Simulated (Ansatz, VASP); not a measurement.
**PtSe2 in VASP and in Ansatz**

```
Pt Se
1.0
     5.74650    0.00000    0.00000
     0.00000    5.74650    0.00000
     0.00000    0.00000    3.98136
Pt Se
2 4
Cartesian
  0.0000 0.0000 0.0000
  2.8732 2.8732 1.9907
  1.7770 1.7770 0.0000
  1.0963 4.6502 1.9907
  4.6502 1.0963 1.9907
  3.9695 3.9695 0.0000
```

Alike in both runs: task single point; functional r2SCAN; k mesh 4 × 4 × 6; occupations fermi-dirac, width 0.02 eV; no spin polarisation.

```csv
,VASP,Ansatz
version,VASP 6.6.1,Ansatz 0.2.0
potentials or method,"VASP PAW PBE potentials, release 64 (Pt, Se)","plane waves, PAW"
plane-wave cutoff (eV),520,500
valence electrons in the cell,44,100
```

```tsv
	VASP	Ansatz	Ansatz less VASP
pressure (GPa)	0.0	0.0	-0.03
```

VASP's potentials were made for PBE, not for r2SCAN. VASP's potentials hold 44 valence electrons a cell and Ansatz's 100, so a difference there can come from the potentials and not from the codes.

Neither program's run includes spin-orbit coupling.
